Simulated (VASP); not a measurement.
Write the native input for VASP 6.6.1 that does the following.

| Quantity | Value |
| --- | --- |
| Task | single point |
| Functional | r2SCAN |
| Potentials or basis | VASP PAW PBE potentials, release 64 (Pb_d, O) |
| Cutoff | 520 eV |
| k mesh | 6 × 6 × 6 |
| Occupations | fermi-dirac, width 0.02 eV |
| Spin | no spin polarisation |
| Dipole correction | no |
| Further INCAR settings | ALGO = Normal; EDIFF = 1e-07; NBANDS = 20 |

Crystal: PbO2.

```
Pb O
1.0
     0.00000    2.57854    2.57854
     2.57854    0.00000    2.57854
     2.57854    2.57854    0.00000
Pb O
1 2
Direct
  0.00000 0.00000 0.00000
  0.25000 0.25000 0.25000
  0.75000 0.75000 0.75000
```

The input as run:

POSCAR

```
PbO2
1.0
    0.0000000000      2.5785382687      2.5785382687
    2.5785382687      0.0000000000      2.5785382687
    2.5785382687      2.5785382687      0.0000000000
Pb O
1 2
Direct
    0.0000000000      0.0000000000      0.0000000000
    0.2500000000      0.2500000000      0.2500000000
    0.7500000000      0.7500000000      0.7500000000
```

INCAR.step1

```
PREC = Accurate
ENCUT = 520
ISMEAR = -1
SIGMA = 0.02
LREAL = F
LASPH = T
NELM = 60
NBANDS = 20
GGA = PE
ALGO = Normal
EDIFF = 1E-4
LWAVE = T
LCHARG = F
```

INCAR.step2

```
PREC = Accurate
ENCUT = 520
EDIFF = 1E-7
ISMEAR = -1
SIGMA = 0.02
LREAL = F
LASPH = T
NELM = 60
ALGO = Normal
ISIF = 2
LWAVE = F
LCHARG = F
METAGGA = R2SCAN
LMIXTAU = T
NBANDS = 20
ISTART = 1
```

KPOINTS

```
regular mesh
0
Gamma
  6 6 6
```

Potentials or basis: VASP PAW PBE potentials, release 64 (Pb_d, O).

Launch:

```sh
$ cat potpaw_PBE.64/Pb_d/POTCAR potpaw_PBE.64/O/POTCAR > POTCAR
$ cp INCAR.step1 INCAR
$ mpirun -np 1 vasp_std > vasp.out
$ cp INCAR.step2 INCAR
$ mpirun -np 1 vasp_std > vasp.out
```

It gave:

- Pressure: 20.5 GPa
- Band gap on the k mesh: zero (band 13 reaches 7.21 eV, above the bottom of band 14 at 5.96 eV)

Caveat: the PAW data sets were made with another functional, which shifts forces and pressure a little; spin-orbit coupling is left out, which moves the levels of the heavy elements.

Wall time 42 s on 1 thread of Intel(R) Xeon(R) Platinum 8559C (Emerald Rapids), on a shared host, peak memory 0.16 GiB.
